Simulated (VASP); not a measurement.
# Co (P6_3/mmc) in VASP: a series of runs

Runs on Co. Level: PBEsol. Tasks: single point.

Program: VASP 6.6.1. These are calculated values, not measurements. Logs are shortened: lines on timing, memory, paths and dates and some standing lists are left out, and cuts for length are marked.

## 1. The cell of the first run

The structure is hexagonal, space group P6_3/mmc (No. 194). Conventional cell: a = 2.431 Å, b = 2.431 Å, c = 7.881 Å, α = 90.00°, β = 90.00°, γ = 120.00°. Co (site symmetry -3m) has 12 Co at 2.42 to 2.43 Å within 3.2 Å. Within 3.2 Å of Co (site symmetry -6m2) lie 12 Co at 2.42 to 2.43 Å.

## 2. Single point, PBEsol, collinear spin, ferromagnetic start

Input file INCAR:

```
SYSTEM = Co
PREC = Accurate
ENCUT = 520
EDIFF = 1E-7
ISMEAR = 0
SIGMA = 0.1
LREAL = .FALSE.
LASPH = .TRUE.
NELM = 150
ALGO = Normal
ISIF = 2
LWAVE = .FALSE.
LCHARG = .TRUE.
ISPIN = 2
MAGMOM = 1.8 1.82 1.8 1.82
LORBIT = 11
LMAXMIX = 4
GGA = PS
LELF = .TRUE.
LVHAR = .TRUE.
NBANDS = 30
```

Input file KPOINTS:

```
regular mesh
0
G
  18 18 6
  0 0 0
```

Input file POSCAR:

```
Co
1.0
    2.4311846204      0.0000000000      0.0000000000
   -1.2155923102      2.1054676426      0.0000000000
    0.0000000000      0.0000000000      7.8812831548
Co
4
Direct
    0.0000000000      0.0000000000      0.0000000000
    0.3333333333      0.6666666667      0.2500000000
    0.0000000000      0.0000000000      0.5000000000
    0.6666666667      0.3333333333      0.7500000000
```

Potentials or basis: VASP PAW PBE potentials, release 64 (Co).

The run is started by

```
$ cat potpaw_PBE.64/Co/POTCAR > POTCAR
$ mpirun -np 1 vasp_std > vasp.out
```

OUTCAR:

```text
SYSTEM = Co
   PREC = Accurate
   ENCUT = 520
   EDIFF = 1E-7
   ISMEAR = 0
   LREAL = .FALSE.
   LASPH = .TRUE.
   NELM = 150
   ISIF = 2
   ISPIN = 2
   LORBIT = 11
   GGA = PS

 ion  position               nearest neighbor table
   1  0.000  0.000  0.000-   2 2.42   4 2.42   4 2.42   2 2.42   4 2.42   2 2.42
   2  0.333  0.667  0.250-   1 2.42   3 2.42   1 2.42   3 2.42   1 2.42   3 2.42
   3  0.000  0.000  0.500-   2 2.42   4 2.42   4 2.42   2 2.42   4 2.42   2 2.42
   4  0.667  0.333  0.750-   1 2.42   3 2.42   1 2.42   3 2.42   1 2.42   3 2.42

  LATTYP: Found a hexagonal cell.
 ALAT       =     2.4311846204
 C/A-ratio  =     3.2417460561

  Lattice vectors:

 A1 = (   2.4311846204,   0.0000000000,   0.0000000000)
 A2 = (  -1.2155923102,   2.1054676426,   0.0000000000)
 A3 = (   0.0000000000,   0.0000000000,   7.8812831548)

Analysis of symmetry for initial positions (statically):
=====================================================================
 Subroutine PRICEL returns:
 Original cell was already a primitive cell.

 Routine SETGRP: Setting up the symmetry group for a
 hexagonal supercell.

 Subroutine GETGRP returns: Found 24 space group operations
 (whereof 12 operations were pure point group operations)
 out of a pool of 24 trial point group operations.

The static configuration has the point symmetry D_3d.
 The point group associated with its full space group is D_6h.

Analysis of symmetry for dynamics (positions and initial velocities):
=====================================================================
 Subroutine PRICEL returns:
 Original cell was already a primitive cell.

 Routine SETGRP: Setting up the symmetry group for a
 hexagonal supercell.

 Subroutine GETGRP returns: Found 24 space group operations
 (whereof 12 operations were pure point group operations)
 out of a pool of 24 trial point group operations.

The dynamic configuration has the point symmetry D_3d.
 The point group associated with its full space group is D_6h.

Analysis of structural, dynamic, and magnetic symmetry:
=====================================================================
 Subroutine PRICEL returns:
 Original cell was already a primitive cell.

 Routine SETGRP: Setting up the symmetry group for a
 hexagonal supercell.

 Subroutine GETGRP returns: Found 24 space group operations
 (whereof 12 operations were pure point group operations)
 out of a pool of 24 trial point group operations.

The overall configuration has the point symmetry D_3d.
 The point group associated with its full space group is D_6h.

 Subroutine INISYM returns: Found 24 space group operations
 (whereof 12 operations are pure point group operations),
 and found     1 'primitive' translations

----------------------------------------------------------------------------------------

                                     Primitive cell

  volume of cell :      40.3426

  direct lattice vectors                    reciprocal lattice vectors
     2.431184620  0.000000000  0.000000000     0.411322115  0.237476934  0.000000000
    -1.215592310  2.105467643  0.000000000     0.000000000  0.474953868  0.000000000
     0.000000000  0.000000000  7.881283155     0.000000000  0.000000000  0.126882892

  length of vectors
     2.431184620  2.431184620  7.881283155     0.474953868  0.474953868  0.126882892

  position of ions in fractional coordinates (direct lattice)
     0.000000000  0.000000000  0.000000000
     0.333333333  0.666666667  0.250000000
     0.000000000  0.000000000  0.500000000
     0.666666667  0.333333333  0.750000000

  ion indices of the primitive-cell ions
   primitive index   ion index
                 1           1
                 2           2
                 3           3
                 4           4

----------------------------------------------------------------------------------------

 KPOINTS: regular mesh

Automatic generation of k-mesh.
 Grid dimensions read from file:
 generate k-points for:   18   18    6

 Generating k-lattice:

  Cartesian coordinates                     Fractional coordinates (reciprocal lattice)
     0.022851229  0.013193163  0.000000000     0.055555556  0.000000000  0.000000000
     0.000000000  0.026386326  0.000000000     0.000000000  0.055555556  0.000000000
     0.000000000  0.000000000  0.021147149     0.000000000  0.000000000  0.166666667

  Length of vectors
     0.026386326  0.026386326  0.021147149

  Shift w.r.t. Gamma in fractional coordinates (k-lattice)
     0.000000000  0.000000000  0.000000000

 Subroutine IBZKPT returns following result:
 ===========================================

 Found    148 irreducible k-points:

 Following reciprocal coordinates:
            Coordinates               Weight
  0.000000  0.000000  0.000000      1.000000
  0.055556 -0.000000  0.000000      6.000000
  0.111111 -0.000000  0.000000      6.000000
  0.166667 -0.000000  0.000000      6.000000
  0.222222  0.000000  0.000000      6.000000
  0.277778  0.000000  0.000000      6.000000
[... 16 lines left out ...]
  0.333333  0.111111  0.000000     12.000000
  0.388889  0.111111  0.000000     12.000000
 [... further k-points ...]
   k-points           NKPTS =    148   k-points in BZ     NKDIM =    148   number of bands    NBANDS=     30
   number of dos      NEDOS =    301   number of ions     NIONS =      4
   total plane-waves  NPLWV =  19440
   dimension x,y,z NGX =    18 NGY =   18 NGZ =   60
   dimension x,y,z NGXF=    36 NGYF=   36 NGZF=  120
   ions per type =               4
   NGX,Y,Z   is equivalent  to a cutoff of  12.31, 12.31, 12.66 a.u.
   NGXF,Y,Z  is equivalent  to a cutoff of  24.62, 24.62, 25.31 a.u.
 SYSTEM =  Co
   PREC   = accura    normal or accurate (medium, high low for compatibility)
   ISTART =      0    job   : 0-new  1-cont  2-samecut
   ICHARG =      2    charge: 1-file 2-atom 10-const
   ISPIN  =      2    spin polarized calculation?
   LNONCOLLINEAR =      F non collinear calculations
   LSORBIT =      F    spin-orbit coupling
   LASPH  =      T    aspherical Exc in radial PAW
   ENCUT  =  520.0 eV  38.22 Ry    6.18 a.u.   4.52  4.52 14.65*2*pi/ulx,y,z
   NELM   =    150;   NELMIN=  2; NELMDL= -5     # of ELM steps
   EDIFF  = 0.1E-06   stopping-criterion for ELM
   LREAL  =      F    real-space projection
   EDIFFG = 0.1E-05   stopping-criterion for IOM
   NSW    =      0    number of steps for IOM
   IBRION =     -1    ionic relax: 0-MD 1-quasi-New 2-CG
   NFREE  =      0    steps in history (QN), initial steepest desc. (CG)
   ISIF   =      2    stress and relaxation
   ISYM   =      2    0-nonsym 1-usesym 2-fastsym
   POTIM  = 0.5000    time-step for ionic-motion
   TEBEG  =    0.0;   TEEND  =   0.0 temperature during run
   PSTRESS=    0.0 pullay stress
   NELECT =      36.0000    total number of electrons
   NUPDOWN=      -1.0000    fix difference up-down
   EMIN   =  10.00;   EMAX   =-10.00  energy-range for DOS
   EFERMI =   0.00;   METHOD = LEGACY
   ISMEAR =     0;   SIGMA  =   0.10  broadening in eV -4-tet -1-fermi 0-gaus
   EFERMI_NEDOS =   21; number of points for ismear=-14 and -15
   IALGO  =     38    algorithm
   IMIX   =      4    mixing-type and parameters
     AMIX     =   0.40;   BMIX     =  1.00
     AMIX_MAG =   1.60;   BMIX_MAG =  1.00
  volume/ion in A,a.u.               =      10.09        68.06
  Fermi-wavevector in a.u.,A,eV,Ry     =   1.576115  2.978425 33.798748  2.484138
  Thomas-Fermi vector in A             =   2.676997
   LORBIT       =     11    0 simple, 1 ext, 2 COOP (PROOUT), +10 PAW based schemes
   GGA     = PS    functional components
   LHFCALC =     F    Hartree Fock is set to
   AEXX    =    0.0000 exact exchange contribution
   IVDW    =     0    specifies the selected vdW correction
   LEPSILON=     F    determine dielectric tensor
   LRPA    =     F    only Hartree local field effects (RPA)
 spin polarized calculation
 Gauss-broadening in eV      SIGMA  =   0.10
  energy-cutoff  :      520.00
  volume of cell :       40.34
 maximum number of plane-waves:      1112
   NGX =  9   NGY =  9   NGZ = 29

 number of electron      35.9999965 magnetization       6.2813935

 Free energy of the ion-electron system (eV)
  ---------------------------------------------------
  ext. energy  EPLUGINS =         0.00000000
  ---------------------------------------------------
  free energy    TOTEN  =       -30.90436852 eV

  energy without entropy =      -30.88885198  energy(sigma->0) =      -30.89661025

 E-fermi :  11.2073     XC(G=0): -14.0167

 val. band max:       11.1980796454   @ k =   0.1111   0.0556   0.3333
 cond. band min:      11.2085931020   @ k =   0.2222   0.2222   0.3333
 fundamental gap:      0.0105134567
 Fermi energy:        11.2073278836

 spin component 1

 k-point     1 :       0.0000    0.0000    0.0000
  band No.  band energies     occupation
      1       1.7253      1.00000
      2       4.0623      1.00000
      3       4.0832      1.00000
      4       5.6483      1.00000
      5       8.0577      1.00000
      6       8.0900      1.00000
[... 781 lines left out ...]
     29      24.3110      0.00000
     30      25.2451      0.00000

 [... further k-points ...]

 spin component 2

 k-point     1 :       0.0000    0.0000    0.0000
  band No.  band energies     occupation
      1       1.8112      1.00000
      2       4.2289      1.00000
      3       4.2333      1.00000
      4       6.5666      1.00000
      5       9.3550      1.00000
      6       9.4075      1.00000
[... 781 lines left out ...]
     29      24.6884      0.00000
     30      25.7856      0.00000

 [... further k-points ...]

------------------------ aborting loop because EDIFF is reached ----------------------------------------

  FORCE on cell =-STRESS in cart. coord.  units (eV):
  Direction    XX          YY          ZZ          XY          YZ          ZX
  --------------------------------------------------------------------------------------
  -------------------------------------------------------------------------------------
  Total        1.7404195      1.7404195      1.7165147      0.0000000      0.0000000      0.0000000
  in kB       69.1195772     69.1195772     68.1702165      0.0000000      0.0000000      0.0000000
  external PRESSURE =      68.8031236 kB  Pullay stress =       0.0000000 kB

 VOLUME and BASIS-vectors are now :
 -----------------------------------------------------------------------------
  energy-cutoff  :      520.00
  volume of cell :       40.34
      direct lattice vectors                 reciprocal lattice vectors
     2.431184620  0.000000000  0.000000000     0.411322115  0.237476934  0.000000000
    -1.215592310  2.105467643  0.000000000     0.000000000  0.474953868  0.000000000
     0.000000000  0.000000000  7.881283155     0.000000000  0.000000000  0.126882892

 POSITION                                       TOTAL-FORCE (eV/Angst)
 -----------------------------------------------------------------------------------
      0.00000      0.00000      0.00000         0.000000      0.000000     -0.000000
     -0.00000      1.40365      1.97032        -0.000000      0.000000      0.000000
      0.00000      0.00000      3.94064         0.000000      0.000000     -0.000000
      1.21559      0.70182      5.91096         0.000000     -0.000000      0.000000
 -----------------------------------------------------------------------------------
    total drift:                                0.000000     -0.000000      0.000000

  FREE ENERGIE OF THE ION-ELECTRON SYSTEM (eV)
  ---------------------------------------------------
  free  energy   TOTEN  =       -30.9043685190 eV

  energy  without entropy=      -30.8888519813  energy(sigma->0) =      -30.89661025

 total charge

# of ion       s       p       d       tot
------------------------------------------
    1        0.522   0.591   7.313   8.426
    2        0.522   0.594   7.306   8.422
    3        0.522   0.591   7.313   8.426
    4        0.522   0.594   7.306   8.422
--------------------------------------------------
tot          2.089   2.370  29.237  33.696

 magnetization (x)

# of ion       s       p       d       tot
------------------------------------------
    1       -0.014  -0.048   1.624   1.562
    2       -0.014  -0.050   1.644   1.580
    3       -0.014  -0.048   1.624   1.562
    4       -0.014  -0.050   1.644   1.580
--------------------------------------------------
tot         -0.057  -0.195   6.537   6.285
```

Wall time 10 min (1 thread of Intel Xeon 8259CL, shared host); peak memory 0.35 GiB.

Results:

| Item | Value |
| --- | --- |
| Free energy | -30.9044 eV |
| Pressure | 6.9 GPa |
| Net moment | 6.28 μB per cell |
| Site moments | Co +1.56, +1.58 (each value once) μB |
| Valence electrons inside the program's atomic spheres | Co 8.43, 8.42 (each value once) |

Caveat: the cell stands under pressure; the PAW data sets were made with another functional, which shifts forces and pressure a little.

## 3. Single point, PBEsol, collinear spin, ferromagnetic start

This run uses another cell than the first one, of 10.53 Å³/atom.

Input file INCAR:

```
  PREC = Accurate
  ENCUT = 520
  EDIFF = 1E-6
  ISMEAR = 0
  SIGMA = 0.1
  LREAL = F
  LASPH = T
  NELM = 150
  ALGO = Normal
  ISIF = 2
  LWAVE = F
  LCHARG = F
  ISPIN = 2
  MAGMOM = 1.81 1.83 1.81 1.83
  LORBIT = 11
  LMAXMIX = 4
  GGA = PS
  NBANDS = 30
```

Input file KPOINTS:

```
regular mesh
0
Gamma
  18 18 6
```

Input file POSCAR:

```
Co
1.0
    2.4651496322      0.0000000000      0.0000000000
   -1.2325748161      2.1348822056      0.0000000000
    0.0000000000      0.0000000000      8.0000655189
Co
4
Direct
    0.0000000000      0.0000000000      0.0000000000
    0.3333333333      0.6666666667      0.2500000000
    0.0000000000      0.0000000000      0.5000000000
    0.6666666667      0.3333333333      0.7500000000
```

Potentials or basis: VASP PAW PBE potentials, release 64 (Co).

The run is started by

```
$ cat potpaw_PBE.64/Co/POTCAR > POTCAR
$ mpirun -np 1 vasp_std > vasp.out
```

Run time: 5.5 min. Hardware: 1 thread of Intel Xeon Platinum 8375C at 2.90GHz (Ice Lake), shared host; peak memory 0.34 GiB.

The run converged. Its results:

```yaml
Free_energy: -30.9187 eV
Pressure: -3.9 GPa
Net_moment: 6.39 μB per cell
Site_moments: Co +1.60, +1.61 (each value once) μB
Valence_electrons_inside_the_program's_atomic_spheres: Co 8.33
```

Stress tensor (GPa, compression positive):
```
-3.83  0.00  0.00
 0.00 -3.83  0.00
 0.00  0.00 -3.94
```

Levels at points of the mesh, in eV from the Fermi level:
Spin up:
| k point | band 20 | band 21 | band 22 | band 23 | band 24 | band 25 |
| --- | --- | --- | --- | --- | --- | --- |
| (0.00, 0.00, 0.00) | -1.13 | -1.13 | -0.72 | -0.72 | -0.27 | 6.50 |
| (0.50, 0.00, 0.00) | -0.46 | 0.20 | 1.34 | 2.52 | 3.14 | 7.14 |
| (0.00, 0.00, 0.50) | -1.62 | -0.90 | -0.90 | -0.90 | -0.90 | 9.54 |
| (0.50, 0.00, 0.50) | -0.51 | 1.26 | 1.26 | 2.83 | 2.83 | 7.49 |
Spin down:
```tsv
k point	band 12	band 13	band 14	band 15	band 16	band 17
(0.00, 0.00, 0.00)	-0.89	-0.89	-0.84	-0.84	-0.23	0.01
(0.50, 0.00, 0.00)	-0.14	-0.11	0.52	1.18	1.21	1.24
(0.00, 0.00, 0.50)	-1.11	-1.00	-1.00	-1.00	-1.00	0.20
(0.50, 0.00, 0.50)	-0.89	-0.24	-0.24	0.82	0.82	1.20
```

Caveat: the cell stands under tension; the PAW data sets were made with another functional, which shifts forces and pressure a little.

## 4. Single point, PBEsol, collinear spin, ferromagnetic start (biaxial strain in the a-b plane: -4.0 %)

Input file INCAR:

```
ALGO = Normal
EDIFF = 1E-6
ENCUT = 520
GGA = PS
ISIF = 2
ISMEAR = 0
ISPIN = 2
LASPH = T
LCHARG = F
LMAXMIX = 4
LORBIT = 11
LREAL = F
LWAVE = F
MAGMOM = 1.83 1.83 1.83 1.83
NBANDS = 30
NELM = 150
PREC = Accurate
SIGMA = 0.1
```

Input file KPOINTS:

```
k-points
0
Gamma
  24 24 8
```

Input file POSCAR:

```
Co
1.0
    2.3570026276      0.0000000000      0.0000000000
   -1.1785013138      2.0412241523      0.0000000000
    0.0000000000      0.0000000000      8.1559970399
Co
4
Direct
    0.0000000000      0.0000000000      0.0000000000
    0.3333333333      0.6666666667      0.2500000000
    0.0000000000      0.0000000000      0.5000000000
    0.6666666667      0.3333333333      0.7500000000
```

The run is started by

```
$ cat potpaw_PBE.64/Co/POTCAR > POTCAR
$ mpirun -np 1 vasp_std > vasp.out
```

It took 14 min on 1 thread of Oxide Virtual Turin-like, shared host; peak memory 0.5 GiB.

Results (log left out):

| Property | Result |
| --- | --- |
| Free energy | -30.6826 eV |
| Pressure | 16.6 GPa |
| Net moment | 6.24 μB per cell |
| Site moments | Co +1.55, +1.56 (each value once) μB |
| Valence electrons inside the program's atomic spheres | Co 8.49 |

Stress tensor (GPa, compression positive):
```
25.53  0.00  0.00
 0.00 25.53  0.00
 0.00  0.00 -1.38
```

Levels at points of the mesh, in eV from the Fermi level:
Spin up:
| k point | band 17 | band 18 | band 19 | band 20 | band 21 | band 22 | band 23 | band 24 | band 25 | band 26 |
| --- | --- | --- | --- | --- | --- | --- | --- | --- | --- | --- |
| (0.00, 0.00, 0.00) | -1.67 | -1.32 | -1.32 | -1.08 | -1.08 | -1.06 | -0.69 | -0.69 | 6.20 | 14.31 |
| (0.50, 0.00, 0.00) | -0.34 | -0.28 | -0.26 | -0.22 | 0.39 | 1.50 | 2.94 | 3.61 | 7.99 | 8.03 |
| (0.00, 0.00, 0.50) | -1.52 | -1.52 | -1.52 | -1.52 | -0.85 | -0.85 | -0.85 | -0.85 | 8.98 | 8.98 |
| (0.50, 0.00, 0.50) | -0.32 | -0.32 | -0.23 | -0.23 | 1.54 | 1.54 | 3.19 | 3.19 | 8.22 | 8.22 |
Spin down:
| k point | band 11 | band 12 | band 13 | band 14 | band 15 | band 16 | band 17 | band 18 |
| --- | --- | --- | --- | --- | --- | --- | --- | --- |
| (0.00, 0.00, 0.00) | -1.25 | -1.07 | -1.07 | -1.00 | -0.99 | -0.99 | 0.14 | 0.14 |
| (0.50, 0.00, 0.00) | -1.09 | -0.04 | -0.03 | 0.68 | 1.21 | 1.25 | 1.39 | 1.45 |
| (0.00, 0.00, 0.50) | -1.24 | -1.24 | -1.08 | -1.08 | -1.08 | -1.08 | 0.30 | 0.30 |
| (0.50, 0.00, 0.50) | -0.80 | -0.80 | -0.33 | -0.33 | 0.84 | 0.84 | 1.46 | 1.46 |

Caveat: the cell differs from its parent crystal (biaxial strain in the a-b plane: -4.0 %); the stress differs along the axes, from -1 to 26 GPa; the PAW data sets were made with another functional, which shifts forces and pressure a little.

## 5. Summary

```csv
cell,k mesh,gap on the mesh (eV),pressure (GPa),moment (μB)
"a = 2.431, b = 2.431, c = 7.881 Å, angles 90.0, 90.0, 120.0°, 4 atoms",18 × 18 × 6,none,6.9,6.28
"a = 2.465, b = 2.465, c = 8.000 Å, angles 90.0, 90.0, 120.0°, 4 atoms",18 × 18 × 6,none,-3.9,6.39
"a = 2.357, b = 2.357, c = 8.156 Å, angles 90.0, 90.0, 120.0°, 4 atoms",24 × 24 × 8,none,16.6,6.24
```

Alike in all rows: task single point; level PBEsol; potentials or basis VASP PAW PBE potentials, release 64 (Co); spin collinear, ferromagnetic start; cutoff (eV) 520; smearing gaussian 0.1 eV.

Caveats: the PAW data sets were made with another functional, which shifts forces and pressure a little; the cell stands under pressure (at least some runs); the cell stands under tension (at least some runs); the stress differs along the axes, from -1 to 26 GPa (at least some runs).

Total energies depend on the potentials used, so only differences within one code and one set of settings carry meaning.
